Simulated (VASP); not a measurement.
Write the native input for VASP 6.6.1 that does the following.

```yaml
Task: single point
Functional: r2SCAN
Potentials_or_basis: VASP PAW PBE potentials, release 64 (Cu)
Cutoff: 520 eV
k_mesh: 22 × 22 × 22
Occupations: gaussian, width 0.15 eV
Spin: no spin polarisation
Dipole_correction: no
Further_INCAR_settings: ALGO = Normal; EDIFF = 1e-07; NBANDS = 18
```

The system is Cu.

```
CELL_PARAMETERS angstrom
1.25280 -4.08845 0.00000
1.25280 4.08845 0.00000
0.00000 0.00000 2.34164
ATOMIC_POSITIONS crystal
Cu 0.13387 0.86613 0.25000
Cu 0.86613 0.13387 0.75000
```

This cell differs from its parent crystal: ratio of the length along z to the lengths across it x 0.92, volume and fractional coordinates fixed.

The input as run:

POSCAR

```
Cu
1.0
    1.2528045328     -4.0884471456      0.0000000000
    1.2528045328      4.0884471456      0.0000000000
    0.0000000000      0.0000000000      2.3416430667
Cu
2
Direct
    0.1338666500      0.8661333500      0.2500000000
    0.8661333500      0.1338666500      0.7500000000
```

INCAR.step1

```
PREC = Accurate ; ENCUT = 520
ISMEAR = 0 ; SIGMA = 0.15
LREAL = False ; LASPH = True
NELM = 60 ; NBANDS = 18
GGA = PE ; ALGO = Normal
EDIFF = 1E-4 ; LWAVE = True
LCHARG = False
```

INCAR.step2

```
PREC = Accurate ; ENCUT = 520
EDIFF = 1E-7 ; ISMEAR = 0
SIGMA = 0.15 ; LREAL = False
LASPH = True ; NELM = 60
ALGO = Normal ; ISIF = 2
LWAVE = False ; LCHARG = True
METAGGA = R2SCAN ; LMIXTAU = True
LELF = True ; LVHAR = True
NBANDS = 18 ; ISTART = 1
```

KPOINTS

```
regular mesh
0
Gamma
  22 22 22
```

Potentials or basis: VASP PAW PBE potentials, release 64 (Cu).

The run is started by

```sh
$ cat potpaw_PBE.64/Cu/POTCAR > POTCAR
$ cp INCAR.step1 INCAR
$ mpirun -np 1 vasp_std > vasp.out
$ cp INCAR.step2 INCAR
$ mpirun -np 1 vasp_std > vasp.out
```

Results of the run:

The pressure is 2.7 GPa, the largest force is 0.032 eV/Å and the band gap on the k mesh is zero (bands 11 and 12 overlap by 6.15 eV).

Caveat: the stress differs along the axes, from -7 to 16 GPa; the PAW data sets were made with another functional, which shifts forces and pressure a little.

Wall time 61 min on 1 thread of Oxide Virtual Turin-like Processor, on a shared host, peak memory 0.59 GiB.
